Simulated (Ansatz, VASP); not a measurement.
**VH2 in VASP and in Ansatz**

```
CELL_PARAMETERS angstrom
0.00000 1.74966 1.74966
1.74966 0.00000 1.74966
1.74966 1.74966 0.00000
ATOMIC_POSITIONS crystal
V 0.00000 0.00000 0.00000
H 0.25000 0.25000 0.25000
H 0.75000 0.75000 0.75000
```

Change from the starting cell: volume scaled by 0.55, LAPW.

Alike in both runs: task single point; functional LDA; k mesh 15 × 15 × 15; occupations fermi-dirac, width 0.05 eV; collinear spin.

|  | VASP | Ansatz |
| --- | --- | --- |
| version | VASP 6.6.1 | Ansatz 0.2.0 |
| potentials or method | VASP PAW LDA potentials, release 64 (V_sv, H), cutoff 520 eV | all-electron LAPW, scalar-relativistic |

```csv
,VASP,Ansatz,Ansatz less VASP
pressure (GPa),273.1,269.5,-3.56
net moment per atom (μB),0.00,0.00,0.000
```

LDA's correlation is that of Perdew and Zunger in VASP and of Perdew and Wang (1992) in Ansatz. Both programs put the cell under a high pressure, so it lies far from rest at this level. Ansatz ran all-electron here, and VASP with PAW potentials. Ansatz's warnings: seeded moment not kept.

Noted on VASP's run: the cell as given lies far from equilibrium.
